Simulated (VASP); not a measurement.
MgO, 4 atoms in the cell. Symmetry: I4/mmm, No. 139, tetragonal system. Conventional cell: a = 2.980 Å, b = 2.980 Å, c = 4.162 Å, α = 90.00°, β = 90.00°, γ = 90.00°. Mg (site symmetry 4/mmm) has 6 O at 2.08 to 2.11 Å within 2.8 Å. O (site symmetry 4/mmm) has 6 Mg at 2.08 to 2.11 Å within 2.8 Å.  This cell differs from its parent crystal: uniaxial strain along c: -1.0 %, then relaxed in part.

| Item | Value |
| --- | --- |
| Program | VASP 6.6.1 |
| Task | single point |
| Functional | r2SCAN |
| Potentials or basis | VASP PAW PBE potentials, release 64 (Mg_sv, O) |
| Cutoff | 920 eV |
| k mesh | 8 × 8 × 6 |
| Occupations | gaussian, width 0.02 eV |
| Spin | no spin polarisation |
| Dipole correction | no |
| Further INCAR settings | ALGO = Normal; EDIFF = 1e-06; NBANDS = 24 |

Potentials or basis: VASP PAW PBE potentials, release 64 (Mg_sv, O).

The run is started by

```bash
$ cat potpaw_PBE.64/Mg_sv/POTCAR potpaw_PBE.64/O/POTCAR > POTCAR
$ cp INCAR.step1 INCAR
$ mpirun -np 1 vasp_std > vasp.out
$ cp INCAR.step2 INCAR
$ mpirun -np 1 vasp_std > vasp.out
```

Hardware: 1 thread of AMD EPYC 7R43 64-Core Processor (Zen 3) (shared host).

Estimate the wall time of this run.

Run time: 8.1 min on 1 thread of AMD EPYC 7R43 64-Core Processor (Zen 3), with other jobs on the host, peak memory 0.22 GiB. Counts: k points 60.
